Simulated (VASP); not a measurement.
Here is a VASP 6.6.1 calculation.

INCAR

```
SYSTEM = Ca
PREC = Accurate
ENCUT = 520
EDIFF = 1E-7
ISMEAR = 1
SIGMA = 0.15
LREAL = .False.
LASPH = .True.
NELM = 60
ALGO = Normal
ISIF = 2
LWAVE = .False.
LCHARG = .False.
GGA = PS
NBANDS = 28
```

File KPOINTS:

```
Automatic mesh
0
Gamma
  5 5 5
  0 0 0
```

The input POSCAR:

```
Ca
1.0
   -3.7227730000      3.7277650000      3.3301430000
    3.7227730000     -3.7277650000      3.3301430000
    3.7227730000      3.7277650000     -3.3301430000
Ca
4
Direct
    0.1704230000      0.6708300000      0.8412520000
    0.8295770000      0.3291700000      0.1587480000
    0.6704230000      0.8291700000      0.4995930000
    0.3295770000      0.1708300000      0.5004070000
```

Potentials or basis: VASP PAW PBE potentials, release 64 (Ca_sv).

Launch:

```sh
$ cat potpaw_PBE.64/Ca_sv/POTCAR > POTCAR
$ mpirun -np 1 vasp_std > vasp.out
```

Q: Estimate the pressure.

A: -0.9 GPa.

Q: Estimate the largest force.

A: 0.023 eV/Å.

Q: Predict the band gap on the k mesh.

A: Zero (bands 20 and 21 overlap by 0.80 eV).

Forces in eV/Å, atoms in the order of the input:
```
Ca  -0.014 -0.018  0.000
Ca   0.014  0.018  0.000
Ca   0.014 -0.018  0.000
Ca  -0.014  0.018  0.000
```

Caveat: the PAW data sets were made with another functional, which shifts forces and pressure a little.
